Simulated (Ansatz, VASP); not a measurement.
# LiCuAuO2: VASP beside Ansatz

INCAR

```
SYSTEM = LiCuAuO2
PREC = Accurate
ENCUT = 520
EDIFF = 1E-6
ISMEAR = -1
SIGMA = 0.05
LREAL = .False.
LASPH = .True.
NELM = 100
ALGO = Normal
ISIF = 2
LWAVE = .False.
LCHARG = .False.
GGA = PE
NBANDS = 26
```

KPOINTS

```
Automatic mesh
0
Gamma
  8 8 8
  0 0 0
```

File POSCAR:

```
LiCuAuO2
1.0
    1.7026874441      0.9830470542      6.4188160000
   -1.7026874441      0.9830470542      6.4188160000
    0.0000000000     -1.9660941084      6.4188160000
Au Cu O Li
1 1 2 1
Direct
    0.9917940000      0.9917940000      0.9917940000
    0.5158030000      0.5158030000      0.5158030000
    0.1009220000      0.1009220000      0.1009220000
    0.8842220000      0.8842220000      0.8842220000
    0.7572590000      0.7572590000      0.7572590000
```

File input.yaml:

```yaml
crystal:
  lattice:
    - [1.7026874441, 0.9830470542, 6.418816]
    - [-1.7026874441, 0.9830470542, 6.418816]
    - [0.0, -1.9660941084, 6.418816]
  atoms:
    - { symbol: Au, position: [0.991794, 0.991794, 0.991794] }
    - { symbol: Cu, position: [0.515803, 0.515803, 0.515803] }
    - { symbol: O, position: [0.100922, 0.100922, 0.100922] }
    - { symbol: O, position: [0.884222, 0.884222, 0.884222] }
    - { symbol: Li, position: [0.757259, 0.757259, 0.757259] }
hamiltonian:
  xc: pbe
  pseudopotentials: { kind: paw }
kpoints:
  mp_grid: { grid: [8, 8, 8] }
scf:
  occupations: { method: fermi_dirac, width: 0.05 }
output:
  forces: true
  stress: true
  eigenvalues: true
  write_density: true
  write_potential: true
  elf: true
  volumetric_format: npy
```

Alike in both runs: task single point; functional PBE; k mesh 8 × 8 × 8; occupations fermi-dirac, width 0.05 eV; no spin polarisation.

```csv
,VASP,Ansatz
version,VASP 6.6.1,Ansatz 0.2.0
potentials or method,"VASP PAW PBE potentials, release 64 (Au, Cu, O, Li_sv)",Ansatz PAW
plane-wave cutoff (eV),520,420
valence electrons in the cell,37,53
```

|  | VASP | Ansatz | Ansatz less VASP |
| --- | --- | --- | --- |
| gap on the k mesh at the Fermi level (eV) | none | none | - |
| rms of the force components (eV/Å) | 0.161 | 0.168 | +0.0067 |

Atom by atom the forces differ by 0.008 eV/Å (rms over components). A gap of «none» marks a metal or a gap that the smearing closes. The functional is the same, so the differences come from potentials, cutoffs and numerics. VASP's potentials hold 37 valence electrons a cell and Ansatz's 53, so a difference there can come from the potentials and not from the codes.

Spin-orbit coupling is off throughout. Noted on VASP's run: the cutoff is under 1.25 times that of the potentials, so the pressure is a little rough.
